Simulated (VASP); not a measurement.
Runs of VASP 6.6.1 on MoS2. The structure is that of space group P-3m1 (No. 164), or close to it. The cells are those of the table. 

```tsv
cell	gap on the mesh (eV)	pressure (GPa)	largest force (eV/Å)
a = 3.311, b = 3.311, c = 6.477 Å, angles 90.0, 90.0, 120.0°, 3 atoms	none	-11.4	1.07
a = 3.139, b = 3.139, c = 6.139 Å, angles 90.0, 90.0, 120.0°, 3 atoms	none	9.4	1.50
a = 3.270, b = 3.270, c = 6.396 Å, angles 90.0, 90.0, 120.0°, 3 atoms	none	-7.8	0.56
a = 3.184, b = 3.184, c = 6.227 Å, angles 90.0, 90.0, 120.0°, 3 atoms	none	(a)	0.70
```

Alike in all rows: task single point; level PBEsol; potentials or basis VASP PAW PBE potentials, release 64 (Mo_sv, S); no spin polarisation; k mesh 10 × 10 × 5; cutoff (eV) 520; smearing fermi-dirac 0.1 eV.

Question: Estimate the missing entries.

Answer: (a) 2.4.

Caveats: the PAW data sets were made with another functional, which shifts forces and pressure a little; this functional lacks dispersion, which binds the layers, so the pressure and a relaxed spacing across them are unreliable; the cell stands under tension (at least some runs); the cell stands under pressure (at least some runs).

A k mesh can miss the band edges, and the runs leave out spin-orbit coupling on Mo.

A gap of «none» marks levels without a gap at the run's occupations.
